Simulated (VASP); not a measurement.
A run of VASP 6.6.1 is set up as follows.

The input INCAR:

```
PREC     = Accurate       # precision mode
ENCUT    = 600            # plane-wave cutoff, eV
EDIFF    = 1E-7           # SCF threshold, eV
ISMEAR   = 0              # smearing method
SIGMA    = 0.02           # smearing width, eV
LREAL    = F              # projectors in reciprocal space
LASPH    = T              # aspherical terms in the spheres
NELM     = 60             # most SCF steps
ALGO     = Normal         # electronic algorithm
ISIF     = 4              # what is computed and relaxed
LWAVE    = F              # write WAVECAR
LCHARG   = F              # write CHGCAR
GGA      = PE             # functional
IBRION   = 2              # ionic algorithm
NSW      = 50             # ionic steps
EDIFFG   = -0.01          # ionic threshold
```

File KPOINTS:

```
regular mesh
0
Gamma
  8 8 4
```

Contents of POSCAR:

```
H
1.0
    1.7372098486     -2.7914501854      0.0000000000
    1.7372098486      2.7914501854      0.0000000000
    0.0000000000      0.0000000000      6.6394150927
H
4
Direct
    0.5545335722      0.4454664278      0.9679800516
    0.4454664278      0.5545335722      0.0320199484
    0.4454664278      0.5545335722      0.4679800516
    0.5545335722      0.4454664278      0.5320199484
```

Potentials or basis: VASP PAW PBE potentials, release 64 (H).

Launch:

```sh
$ cat potpaw_PBE.64/H/POTCAR > POTCAR
$ mpirun -np 1 vasp_std > vasp.out
```

Task: Estimate the band gap on the k mesh.

Result: 8.73 eV (least direct gap 8.87 eV).

The path:
| step | energy change (eV) | largest force (eV/Å) | pressure (GPa) | volume (Å³) |
| --- | --- | --- | --- | --- |
| 1 | 0.0000 | 0.2549 | 0.35 | 64.39 |
| 2 | 0.0091 | 0.5908 | -0.71 | 64.39 |
| 3 | -0.0018 | 0.0004 | 0.04 | 64.39 |

Caveat: this functional lacks dispersion, which holds the molecules together, so the pressure and a relaxed volume are unreliable. A k mesh can miss the band edges.
